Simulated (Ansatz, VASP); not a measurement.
# One calculation of MgO, two programs

POSCAR

```
MgO
1.0
    3.3077869865      0.0000000000      0.0000000000
   -1.6538934933      2.8646275606      0.0000000000
    0.0000000000      0.0000000000      4.9828816700
Mg O
2 2
Direct
    0.3333333300      0.6666666700      0.0021597400
    0.6666666700      0.3333333300      0.5021597400
    0.3333333300      0.6666666700      0.4024402600
    0.6666666700      0.3333333300      0.9024402600
```

File INCAR.step1:

```
SYSTEM = MgO
ALGO = Normal
EDIFF = 1E-4
ENCUT = 600
GGA = PE
ISMEAR = 0
LASPH = .TRUE.
LCHARG = .FALSE.
LREAL = .FALSE.
LWAVE = .TRUE.
NELM = 80
PREC = Accurate
SIGMA = 0.02
```

INCAR.step2

```
SYSTEM = MgO
ALGO = Normal
EDIFF = 1E-7
EDIFFG = -0.01
ENCUT = 600
IBRION = 2
ISIF = 3
ISMEAR = 0
ISTART = 1
LASPH = .TRUE.
LCHARG = .FALSE.
LMIXTAU = .TRUE.
LREAL = .FALSE.
LWAVE = .FALSE.
METAGGA = R2SCAN
NELM = 80
NSW = 100
PREC = Accurate
SIGMA = 0.02
```

The input KPOINTS:

```
k-points
0
G
  12 12 6
  0 0 0
```

Input for Ansatz:

```yaml
crystal:
  lattice:
    - [3.3077869865, 0.0, 0.0]
    - [-1.6538934933, 2.8646275606, 0.0]
    - [0.0, 0.0, 4.98288167]
  atoms:
    - { symbol: Mg, position: [0.33333333, 0.66666667, 0.00215974] }
    - { symbol: Mg, position: [0.66666667, 0.33333333, 0.50215974] }
    - { symbol: O, position: [0.33333333, 0.66666667, 0.40244026] }
    - { symbol: O, position: [0.66666667, 0.33333333, 0.90244026] }
basis:
  ecutwfc: 500
kpoints:
  mp_grid: { grid: [12, 12, 6] }
hamiltonian:
  xc: r2scan
scf:
  occupations: { method: gaussian, width: 0.02 }
output:
  forces: true
  stress: true
  eigenvalues: true
relax:
  adjacent_minimum: "off"
  f_tol: 0.01
  max_steps: 80
  cell: { stress_tol: 0.05 }
```

Alike in both runs: task relaxation of cell and atoms; functional r2SCAN; k mesh 12 × 12 × 6; occupations gaussian, width 0.02 eV; no spin polarisation.

|  | VASP | Ansatz |
| --- | --- | --- |
| version | VASP 6.6.1 | Ansatz 0.2.0 |
| potentials or method | VASP PAW PBE potentials, release 64 (Mg, O), cutoff 600 eV | scalar-relativistic, plane waves, PAW |
| valence electrons in the cell | 16 | 32 |

|  | VASP | Ansatz | Ansatz less VASP |
| --- | --- | --- | --- |
| gap on the k mesh at the Fermi level, each at its own relaxed structure (eV) | 4.24 | 4.22 | -0.015 |
| relaxed volume (Å³/atom) | 11.71 | 11.78 | +0.070 |
| relaxed cell length with the largest relative difference (Å) | 5.017 | 5.032 | +0.0151 |

VASP's potentials were made for PBE, not for r2SCAN. VASP's potentials hold 16 valence electrons a cell and Ansatz's 32, so a difference there can come from the potentials and not from the codes.
